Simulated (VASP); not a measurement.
AlN:

```
Al N
1.0
     3.13025    0.00000    0.00000
    -1.56512    2.71087    0.00000
     0.00000    0.00000    5.01796
Al N
2 2
Direct
  0.33333 0.66667 0.99923
  0.66667 0.33333 0.49923
  0.33333 0.66667 0.38077
  0.66667 0.33333 0.88077
```

| Property | Result |
| --- | --- |
| Program | VASP 6.6.1 |
| Task | relaxation of cell and atoms |
| Functional | PBE |
| Dispersion | D3(BJ) |
| Potentials or basis | VASP PAW PBE potentials, release 64 (Al, N) |
| Cutoff | 600 eV |
| k mesh | 9 × 9 × 6 |
| Occupations | gaussian, width 0.02 eV |
| Spin | no spin polarisation |

At the start: pressure -4.5 GPa; volume 10.65 Å³/atom.

Q: How do energy, volume and symmetry change on relaxing?

A: Over 7 steps the energy falls by 3.5 meV/atom and the volume is 10.40 Å³/atom (-2.3 %); space group P6_3mc (No. 186, to 0.05 Å).

Step by step:
| step | energy change (eV) | largest force (eV/Å) | pressure (GPa) | volume (Å³) |
| --- | --- | --- | --- | --- |
| 1 | 0.0000 | 0.0015 | -4.48 | 42.58 |
| 2 | -0.0030 | 0.0128 | 4.27 | 40.77 |
| 3 | -0.0140 | 0.0063 | 0.00 | 41.61 |
| 4 | -0.0139 | 0.0065 | 0.09 | 41.59 |
| 5 | -0.0140 | 0.0088 | -0.07 | 41.62 |
| 6 | -0.0140 | 0.0087 | -0.07 | 41.62 |
| 7 | -0.0140 | 0.0007 | -0.01 | 41.61 |

Final structure:
```
CELL_PARAMETERS angstrom
3.10716 0.00000 0.00000
-1.55358 2.69088 0.00000
0.00000 0.00000 4.97608
ATOMIC_POSITIONS crystal
Al 0.33333 0.66667 0.99908
Al 0.66667 0.33333 0.49908
N 0.33333 0.66667 0.38092
N 0.66667 0.33333 0.88092
```
